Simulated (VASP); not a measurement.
Wanted: the native input for a VASP 6.6.1 run.

```
Task                   : single point
Functional             : PBEsol
Potentials or basis    : VASP PAW PBE potentials, release 64 (Mg, Sb, Bi_d)
Cutoff                 : 520 eV
k mesh                 : 6 × 6 × 3
Occupations            : methfessel-paxton, width 0.15 eV
Spin                   : no spin polarisation
Dipole correction      : no
Further INCAR settings : ALGO = Normal; EDIFF = 1e-07; NBANDS = 21
```

The structure of Mg3BiSb lies in POSCAR:

```
Mg3BiSb
1.0
    4.6251420123      0.0000000000      0.0000000000
   -2.3125710062      4.0054935211      0.0000000000
    0.0000000000      0.0000000000      7.2984854790
Mg Sb Bi
3 1 1
Direct
    0.0000000000      0.0000000000      0.0044900000
    0.3333333333      0.6666666667      0.3649400000
    0.6666666667      0.3333333333      0.6258600000
    0.6666666667      0.3333333333      0.2250700000
    0.3333333333      0.6666666667      0.7796500000
```

These files were run (other wordings do the same):

INCAR

```
PREC     = Accurate       # precision mode
ENCUT    = 520            # plane-wave cutoff, eV
EDIFF    = 1E-7           # SCF threshold, eV
ISMEAR   = 1              # smearing method
SIGMA    = 0.15           # smearing width, eV
LREAL    = False          # projectors in reciprocal space
LASPH    = True           # aspherical terms in the spheres
NELM     = 100            # most SCF steps
ALGO     = Normal         # electronic algorithm
ISIF     = 2              # what is computed and relaxed
LWAVE    = False          # write WAVECAR
LCHARG   = False          # write CHGCAR
GGA      = PS             # functional
NBANDS   = 21             # bands
```

KPOINTS

```
regular mesh
0
Gamma
  6 6 3
```

Potentials or basis: VASP PAW PBE potentials, release 64 (Mg, Sb, Bi_d).

Launch:

```bash
$ cat potpaw_PBE.64/Mg/POTCAR potpaw_PBE.64/Sb/POTCAR potpaw_PBE.64/Bi_d/POTCAR > POTCAR
$ mpirun -np 1 vasp_std > vasp.out
```

It gave:

```json
{
  "Pressure": "-0.6 GPa",
  "Largest force": "0.039 eV/Å",
  "Band gap on the k mesh": "0.12 eV, indirect (least direct gap 0.43 eV)"
}
```

Caveat: the PAW data sets were made with another functional, which shifts forces and pressure a little; spin-orbit coupling is left out, which moves the levels of the heavy elements.

It took 39 s on 1 thread of Intel(R) Xeon(R) Platinum 8488C (Sapphire Rapids), with other jobs on the host, peak memory 0.27 GiB.
